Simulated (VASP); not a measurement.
Write the native input for VASP 6.6.1 that does the following.

```
Task                   : single point
Functional             : PBEsol
Potentials or basis    : VASP PAW PBE potentials, release 64 (Pd, Sb, Ni)
Cutoff                 : 520 eV
k mesh                 : 5 × 5 × 5
Occupations            : gaussian, width 0.0666 eV
Spin                   : no spin polarisation
Dipole correction      : no
Further INCAR settings : ALGO = Normal; EDIFF = 1e-06; NBANDS = 28
```

The structure of Ni2Sb2Pd lies in POSCAR:

```
Ni2Sb2Pd
1.0
    0.0000000000      4.1923480000      0.0000000000
    4.1923480000      0.0000000000      0.0000000000
    2.0961740000      2.0961740000     -5.1246000000
Pd Sb Ni
1 2 2
Direct
    0.0000000000      0.0000000000      0.0000000000
    0.3828000000      0.3828000000      0.2344000000
    0.6172000000      0.6172000000      0.7656000000
    0.7500000000      0.2500000000      0.5000000000
    0.2500000000      0.7500000000      0.5000000000
```

One way to write it, as run:

INCAR

```
PREC = Accurate
ENCUT = 520
EDIFF = 1E-6
ISMEAR = 0
SIGMA = 0.0666
LREAL = False
LASPH = True
NELM = 80
ALGO = Normal
ISIF = 2
LWAVE = False
LCHARG = True
GGA = PS
LELF = True
LVHAR = True
NBANDS = 28
```

KPOINTS

```
regular mesh
0
Gamma
  5 5 5
```

Potentials or basis: VASP PAW PBE potentials, release 64 (Pd, Sb, Ni).

Command:

```console
$ cat potpaw_PBE.64/Pd/POTCAR potpaw_PBE.64/Sb/POTCAR potpaw_PBE.64/Ni/POTCAR > POTCAR
$ mpirun -np 1 vasp_std > vasp.out
```

It gave:

* Pressure: 1.0 GPa
* Largest force: 4.865 eV/Å
* Band gap on the k mesh: zero (bands 20 and 21 overlap by 0.54 eV)

Caveat: the stress differs along the axes, from -7 to 17 GPa; the PAW data sets were made with another functional, which shifts forces and pressure a little; spin-orbit coupling is left out, which moves the levels of the heavy elements.

Run time: 55 s on 1 thread of Intel(R) Xeon(R) Platinum 8375C CPU @ 2.90GHz (Ice Lake), with other jobs on the host, peak memory 0.23 GiB.
